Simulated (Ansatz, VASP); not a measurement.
TlBr in VASP and in Ansatz

```
Tl Br
1.0
     3.94619    0.00000    0.00000
     0.00000    3.94619    0.00000
     0.00000    0.00000    3.94619
Tl Br
1 1
Direct
  0.00000 0.00000 0.00000
  0.50000 0.50000 0.50000
```

Alike in both runs: task single point; functional PBE; k mesh 6 × 6 × 6; no spin polarisation.

|  | VASP | Ansatz |
| --- | --- | --- |
| version | VASP 6.6.1 | Ansatz 0.2.0 |
| potentials or method | VASP PAW PBE potentials, release 64 (Tl_d, Br) | plane waves, PAW |
| plane-wave cutoff (eV) | 500 | 420 |
| occupations | gaussian, width 0.01 eV | fixed |
| valence electrons in the cell | 20 | 20 |

```csv
,VASP,Ansatz,Ansatz less VASP
gap on the k mesh at the Fermi level (eV),1.79,1.78,-0.006
pressure (GPa),1.9,1.9,+0.03
```

Spin-orbit coupling is off throughout.
